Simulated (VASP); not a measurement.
# CdS (Hawleyite) (F-43m) in VASP: notebook, part 2 of 2

VASP 6.6.1.

### 4 Single point, PBE

File INCAR:

```
SYSTEM = CdS
ALGO     = Normal         ! electronic algorithm
EDIFF    = 1E-7           ! SCF threshold, eV
ENCUT    = 520            ! plane-wave cutoff, eV
GGA      = PE             ! functional
ISIF     = 2              ! what is computed and relaxed
ISMEAR   = 0              ! smearing method
LASPH    = .TRUE.         ! aspherical terms in the spheres
LCHARG   = .FALSE.        ! write CHGCAR
LREAL    = .FALSE.        ! projectors in reciprocal space
LWAVE    = .FALSE.        ! write WAVECAR
NBANDS   = 16             ! bands
NELM     = 60             ! most SCF steps
PREC     = Accurate       ! precision mode
SIGMA    = 0.020999999999999998 ! smearing width, eV
```

File KPOINTS:

```
k-points
0
G
  8 8 8
  0 0 0
```

File POSCAR:

```
CdS
1.0
    0.0000000000      2.9165000000      2.9165000000
    2.9165000000      0.0000000000      2.9165000000
    2.9165000000      2.9165000000      0.0000000000
Cd S
1 1
Direct
    0.0000000000      0.0000000000      0.0000000000
    0.7500000000      0.7500000000      0.7500000000
```

Potentials or basis: VASP PAW PBE potentials, release 64 (Cd, S).

Started as:

```console
> cat potpaw_PBE.64/Cd/POTCAR potpaw_PBE.64/S/POTCAR > POTCAR
> mpirun -np 1 vasp_std > vasp.out
```

OUTCAR:

```text
SYSTEM = CdS
   EDIFF = 1E-7
   ENCUT = 520
   GGA = PE
   ISIF = 2
   ISMEAR = 0
   LASPH = .TRUE.
   LREAL = .FALSE.
   NELM = 60
   PREC = Accurate

 ion  position               nearest neighbor table
   1  0.000  0.000  0.000-   2 2.53   2 2.53   2 2.53   2 2.53
   2  0.750  0.750  0.750-   1 2.53   1 2.53   1 2.53   1 2.53

  LATTYP: Found a face centered cubic cell.
 ALAT       =     5.8330000000

  Lattice vectors:

 A1 = (   0.0000000000,   2.9165000000,   2.9165000000)
 A2 = (   2.9165000000,   0.0000000000,   2.9165000000)
 A3 = (   2.9165000000,   2.9165000000,   0.0000000000)

Analysis of symmetry for initial positions (statically):
=====================================================================
 Subroutine PRICEL returns:
 Original cell was already a primitive cell.

 Routine SETGRP: Setting up the symmetry group for a
 face centered cubic supercell.

 Subroutine GETGRP returns: Found 24 space group operations
 (whereof 24 operations were pure point group operations)
 out of a pool of 48 trial point group operations.

The static configuration has the point symmetry T_d .

Analysis of symmetry for dynamics (positions and initial velocities):
=====================================================================
 Subroutine PRICEL returns:
 Original cell was already a primitive cell.

 Routine SETGRP: Setting up the symmetry group for a
 face centered cubic supercell.

 Subroutine GETGRP returns: Found 24 space group operations
 (whereof 24 operations were pure point group operations)
 out of a pool of 48 trial point group operations.

The dynamic configuration has the point symmetry T_d .

 Subroutine INISYM returns: Found 24 space group operations
 (whereof 24 operations are pure point group operations),
 and found     1 'primitive' translations

----------------------------------------------------------------------------------------

                                     Primitive cell

  volume of cell :      49.6153

  direct lattice vectors                    reciprocal lattice vectors
     0.000000000  2.916500000  2.916500000    -0.171438368  0.171438368  0.171438368
     2.916500000  0.000000000  2.916500000     0.171438368 -0.171438368  0.171438368
     2.916500000  2.916500000  0.000000000     0.171438368  0.171438368 -0.171438368

  length of vectors
     4.124553855  4.124553855  4.124553855     0.296939964  0.296939964  0.296939964

  position of ions in fractional coordinates (direct lattice)
     0.000000000  0.000000000  0.000000000
     0.750000000  0.750000000  0.750000000

  ion indices of the primitive-cell ions
   primitive index   ion index
                 1           1
                 2           2

----------------------------------------------------------------------------------------

 KPOINTS: k-points

Automatic generation of k-mesh.
 Grid dimensions read from file:
 generate k-points for:    8    8    8

 Generating k-lattice:

  Cartesian coordinates                     Fractional coordinates (reciprocal lattice)
    -0.021429796  0.021429796  0.021429796     0.125000000  0.000000000  0.000000000
     0.021429796 -0.021429796  0.021429796     0.000000000  0.125000000  0.000000000
     0.021429796  0.021429796 -0.021429796     0.000000000  0.000000000  0.125000000

  Length of vectors
     0.037117495  0.037117495  0.037117495

  Shift w.r.t. Gamma in fractional coordinates (k-lattice)
     0.000000000  0.000000000  0.000000000

 Subroutine IBZKPT returns following result:
 ===========================================

 Found     29 irreducible k-points:

 Following reciprocal coordinates:
            Coordinates               Weight
  0.000000  0.000000  0.000000      1.000000
  0.125000  0.000000  0.000000      8.000000
  0.250000  0.000000  0.000000      8.000000
  0.375000  0.000000  0.000000      8.000000
  0.500000  0.000000  0.000000      4.000000
  0.125000  0.125000  0.000000      6.000000
[... 16 lines left out ...]
  0.500000  0.250000  0.125000     48.000000
 -0.375000  0.250000  0.125000     24.000000
 [... further k-points ...]
   k-points           NKPTS =     29   k-points in BZ     NKDIM =     29   number of bands    NBANDS=     16
   number of dos      NEDOS =    301   number of ions     NIONS =      2
   total plane-waves  NPLWV =  32768
   dimension x,y,z NGX =    32 NGY =   32 NGZ =   32
   dimension x,y,z NGXF=    64 NGYF=   64 NGZF=   64
   ions per type =               1   1
   NGX,Y,Z   is equivalent  to a cutoff of  12.90, 12.90, 12.90 a.u.
   NGXF,Y,Z  is equivalent  to a cutoff of  25.80, 25.80, 25.80 a.u.
 SYSTEM =  CdS
   PREC   = accura    normal or accurate (medium, high low for compatibility)
   ISTART =      0    job   : 0-new  1-cont  2-samecut
   ICHARG =      2    charge: 1-file 2-atom 10-const
   ISPIN  =      1    spin polarized calculation?
   LNONCOLLINEAR =      F non collinear calculations
   LSORBIT =      F    spin-orbit coupling
   LASPH  =      T    aspherical Exc in radial PAW
   ENCUT  =  520.0 eV  38.22 Ry    6.18 a.u.   7.67  7.67  7.67*2*pi/ulx,y,z
   NELM   =     60;   NELMIN=  2; NELMDL= -5     # of ELM steps
   EDIFF  = 0.1E-06   stopping-criterion for ELM
   LREAL  =      F    real-space projection
   EDIFFG = 0.1E-05   stopping-criterion for IOM
   NSW    =      0    number of steps for IOM
   IBRION =     -1    ionic relax: 0-MD 1-quasi-New 2-CG
   NFREE  =      0    steps in history (QN), initial steepest desc. (CG)
   ISIF   =      2    stress and relaxation
   ISYM   =      2    0-nonsym 1-usesym 2-fastsym
   POTIM  = 0.5000    time-step for ionic-motion
   TEBEG  =    0.0;   TEEND  =   0.0 temperature during run
   PSTRESS=    0.0 pullay stress
   NELECT =      18.0000    total number of electrons
   NUPDOWN=      -1.0000    fix difference up-down
   EMIN   =  10.00;   EMAX   =-10.00  energy-range for DOS
   EFERMI =   0.00;   METHOD = LEGACY
   ISMEAR =     0;   SIGMA  =   0.02  broadening in eV -4-tet -1-fermi 0-gaus
   EFERMI_NEDOS =   21; number of points for ismear=-14 and -15
   IALGO  =     38    algorithm
   IMIX   =      4    mixing-type and parameters
     AMIX     =   0.40;   BMIX     =  1.00
     AMIX_MAG =   1.60;   BMIX_MAG =  1.00
  volume/ion in A,a.u.               =      24.81       167.41
  Fermi-wavevector in a.u.,A,eV,Ry     =   1.167599  2.206442 18.548649  1.363287
  Thomas-Fermi vector in A             =   2.304097
   LORBIT       =      0    0 simple, 1 ext, 2 COOP (PROOUT), +10 PAW based schemes
   GGA     = PE    functional components
   LHFCALC =     F    Hartree Fock is set to
   AEXX    =    0.0000 exact exchange contribution
   IVDW    =     0    specifies the selected vdW correction
   LEPSILON=     F    determine dielectric tensor
   LRPA    =     F    only Hartree local field effects (RPA)
 non-spin polarized calculation
 Gauss-broadening in eV      SIGMA  =   0.02
  energy-cutoff  :      520.00
  volume of cell :       49.62
 maximum number of plane-waves:      1363
   NGX = 15   NGY = 15   NGZ = 15

 number of electron      18.0000004 magnetization

 Free energy of the ion-electron system (eV)
  ---------------------------------------------------
  ext. energy  EPLUGINS =         0.00000000
  ---------------------------------------------------
  free energy    TOTEN  =        -6.12127789 eV

  energy without entropy =       -6.12127789  energy(sigma->0) =       -6.12127789

 E-fermi :   1.4239     XC(G=0):  -9.1497

 val. band max:        1.3143377331   @ k =   0.0000   0.0000   0.0000
 cond. band min:       2.4641080292   @ k =   0.0000   0.0000   0.0000
 fundamental gap:      1.1497702961
 Fermi energy:         1.4239040489

 k-point     1 :       0.0000    0.0000    0.0000
  band No.  band energies     occupation
      1     -11.0554      2.00000
      2      -6.4137      2.00000
      3      -6.4137      2.00000
      4      -6.4137      2.00000
      5      -5.9338      2.00000
      6      -5.9338      2.00000
[... 8 lines left out ...]
     15      12.7950      0.00000
     16      12.7950      0.00000

 k-point     2 :       0.1250    0.0000    0.0000
  band No.  band energies     occupation
      1     -10.9933      2.00000
      2      -6.3912      2.00000
      3      -6.3912      2.00000
      4      -6.3600      2.00000
      5      -5.9349      2.00000
      6      -5.9349      2.00000
[... 8 lines left out ...]
     15      12.1973      0.00000
     16      13.3259      0.00000
[... 387 lines left out ...]
      5      -5.9002      2.00000
      6      -5.6424      2.00000
[... 8 lines left out ...]
     15      14.1446      0.00000
     16      14.4106      0.00000

 k-point    24 :      -0.3750    0.2500    0.1250
  band No.  band energies     occupation
      1     -10.5653      2.00000
      2      -6.2497      2.00000
      3      -6.2116      2.00000
      4      -5.9596      2.00000
      5      -5.9070      2.00000
      6      -5.4397      2.00000
[... 8 lines left out ...]
     15      13.6170      0.00000
     16      14.4857      0.00000

 [... further k-points ...]
[... 5 lines left out ...]
  --------------------------------------------------------------------------------------
  -------------------------------------------------------------------------------------
  Total        0.9935897      0.9935897      0.9935897     -0.0000000     -0.0000000     -0.0000000
  in kB       32.0849770     32.0849770     32.0849770     -0.0000000     -0.0000000     -0.0000000
  external PRESSURE =      32.0849770 kB  Pullay stress =       0.0000000 kB

 VOLUME and BASIS-vectors are now :
 -----------------------------------------------------------------------------
  energy-cutoff  :      520.00
  volume of cell :       49.62
      direct lattice vectors                 reciprocal lattice vectors
     0.000000000  2.916500000  2.916500000    -0.171438368  0.171438368  0.171438368
     2.916500000  0.000000000  2.916500000     0.171438368 -0.171438368  0.171438368
     2.916500000  2.916500000  0.000000000     0.171438368  0.171438368 -0.171438368

 POSITION                                       TOTAL-FORCE (eV/Angst)
 -----------------------------------------------------------------------------------
      0.00000      0.00000      0.00000         0.000000      0.000000      0.000000
      4.37475      4.37475      4.37475        -0.000000     -0.000000     -0.000000
 -----------------------------------------------------------------------------------
    total drift:                                0.000000      0.000000      0.000000

  FREE ENERGIE OF THE ION-ELECTRON SYSTEM (eV)
  ---------------------------------------------------
  free  energy   TOTEN  =        -6.1212778902 eV

  energy  without entropy=       -6.1212778902  energy(sigma->0) =       -6.12127789
```

It took 56 s on 1 thread of AMD EPYC 7R13, shared host; peak memory 0.15 GiB.

What came out:

```yaml
Free_energy: -6.1213 eV
Pressure: 3.2 GPa
Band_gap_on_the_k_mesh: 1.15 eV, direct
```

Levels at points of the mesh, in eV from the valence-band top:
| k point | band 5 | band 6 | band 7 | band 8 | band 9 | band 10 | band 11 | band 12 | band 13 | band 14 |
| --- | --- | --- | --- | --- | --- | --- | --- | --- | --- | --- |
| (0.00, 0.00, 0.00) | -7.25 | -7.25 | 0.00 | 0.00 | 0.00 | 1.15 | 6.55 | 6.55 | 6.55 | 11.44 |
| (0.50, 0.00, 0.00) | -7.21 | -6.87 | -4.40 | -0.75 | -0.75 | 3.02 | 7.01 | 7.01 | 7.48 | 11.09 |
| (0.50, 0.50, 0.00) | -7.16 | -6.80 | -3.95 | -1.88 | -1.88 | 3.55 | 4.35 | 9.23 | 10.78 | 10.78 |

### 5 Overview

```csv
task,level,cell,cutoff (eV),smearing,gap on the mesh (eV),pressure (GPa)
relaxation of cell and atoms,PBEsol+D4,relaxed,600,fermi-dirac 0.05 eV,1.04,0.0
single point,PBE,as given,520,gaussian 0.022 eV,1.15,3.2
single point,PBE,as given,520,gaussian 0.021 eV,1.15,3.2
```

Alike in all rows: potentials or basis VASP PAW PBE potentials, release 64 (Cd, S); no spin polarisation; k mesh 8 × 8 × 8.

Caveats: the PAW data sets were made with another functional, which shifts forces and pressure a little (some runs).

Absolute energies hang on the potentials; compare differences alone.
